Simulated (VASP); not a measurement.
A run of VASP 6.6.1 is set up as follows.

INCAR

```
PREC = Accurate
ENCUT = 600
EDIFF = 1E-7
ISMEAR = -1
SIGMA = 0.05
LREAL = False
LASPH = True
NELM = 60
ALGO = Normal
ISIF = 3
LWAVE = False
LCHARG = False
GGA = PS
IBRION = 2
NSW = 60
EDIFFG = -0.01
```

Contents of KPOINTS:

```
regular mesh
0
Gamma
  7 7 5
```

POSCAR

```
CdS
1.0
    4.2611695877      0.0000000000      0.0000000000
   -2.1305847939      3.6902811128      0.0000000000
    0.0000000000      0.0000000000      5.8041729400
Cd S
1 1
Direct
    0.0000000000      0.0000000000      0.4426919200
    0.6666666667      0.3333333333      0.4343080800
```

Potentials or basis: VASP PAW PBE potentials, release 64 (Cd, S).

Run with:

```console
$ cat potpaw_PBE.64/Cd/POTCAR potpaw_PBE.64/S/POTCAR > POTCAR
$ mpirun -np 1 vasp_std > vasp.out
```

Predict the band gap on the k mesh.

1.51 eV.

What does it give for the space group after relaxing (to 0.1 Å)?

P-6m2 (No. 187).

Predict the relaxed cell.

a = 4.197 Å, b = 4.197 Å, c = 5.803 Å, α = 90.00°, β = 90.00°, γ = 120.00°.

Forces on the atoms (eV/Å):
```
Cd   0.000  0.000 -0.003
S    0.000  0.000  0.003
```

Caveat: the PAW data sets were made with another functional, which shifts forces and pressure a little; an odd mesh through Γ misses points on the zone boundary, where band edges can lie.
